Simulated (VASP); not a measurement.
Input of a VASP 6.6.1 run:

The input INCAR:

```
  PREC = Accurate
  ENCUT = 520
  EDIFF = 1E-7
  ISMEAR = 0
  SIGMA = 0.1
  LREAL = False
  LASPH = True
  NELM = 100
  ALGO = Normal
  ISIF = 2
  LWAVE = False
  LCHARG = False
  GGA = PE
  NBANDS = 24
```

File KPOINTS:

```
Automatic mesh
0
Gamma
  10 10 10
```

The input POSCAR:

```
K3C
1.0
    5.1378155767      0.0000000000      0.0000000000
    0.0000000000      5.1378155767      0.0000000000
    0.0000000000      0.0000000000      5.1378155767
K C
3 1
Direct
    0.0000000000      0.5000000000      0.5000000000
    0.5000000000      0.0000000000      0.5000000000
    0.5000000000      0.5000000000      0.0000000000
    0.0000000000      0.0000000000      0.0000000000
```

Potentials or basis: VASP PAW PBE potentials, release 64 (K_sv, C).

The run is started by

```sh
$ cat potpaw_PBE.64/K_sv/POTCAR potpaw_PBE.64/C/POTCAR > POTCAR
$ mpirun -np 1 vasp_std > vasp.out
```

(1) Predict the pressure.

Answers

(1) 0.0 GPa.
